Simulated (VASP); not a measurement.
The system is Au.

```
Au
1.0
    -2.92709    2.92709    1.54311
     2.92709   -2.92709    1.54311
     2.92709    2.92709   -1.54311
Au
2
Direct
  0.75000 0.25000 0.50000
  0.00000 0.00000 0.00000
```

- Program: VASP 6.6.1
- Task: relaxation of cell and atoms
- Functional: PBEsol
- Potentials or basis: VASP PAW PBE potentials, release 64 (Au)
- Cutoff: 600 eV
- k mesh: 8 × 8 × 8
- Occupations: gaussian, width 0.1 eV
- Spin: no spin polarisation

At the start: pressure -18.2 GPa; volume 26.44 Å³/atom.

Problem. How do energy, volume and symmetry change on relaxing?

Solution. Over 4 steps the energy falls by 683.4 meV/atom and the volume is 18.60 Å³/atom (-29.7 %); space group I4_1/amd (No. 141, to 0.1 Å) before and after.

Step by step:
```
step  energy change (eV)  largest force (eV/Å)  pressure (GPa)  volume (Å³)
   1              0.0000                0.0000          -18.17        52.88
   2             -1.0929                0.0000           24.09        33.08
   3             -1.3659                0.0000           -1.04        37.46
   4             -1.3668                0.0000           -0.02        37.19
```

Final structure:
```
CELL_PARAMETERS angstrom
-2.62286 2.62286 1.35155
2.62286 -2.62286 1.35155
2.62286 2.62286 -1.35155
ATOMIC_POSITIONS crystal
Au 0.75000 0.25000 0.50000
Au 0.00000 0.00000 0.00000
```

Caveat: the volume moved by over 15 % at a fixed basis, so the end points are rough; the PAW data sets were made with another functional, which shifts forces and pressure a little.
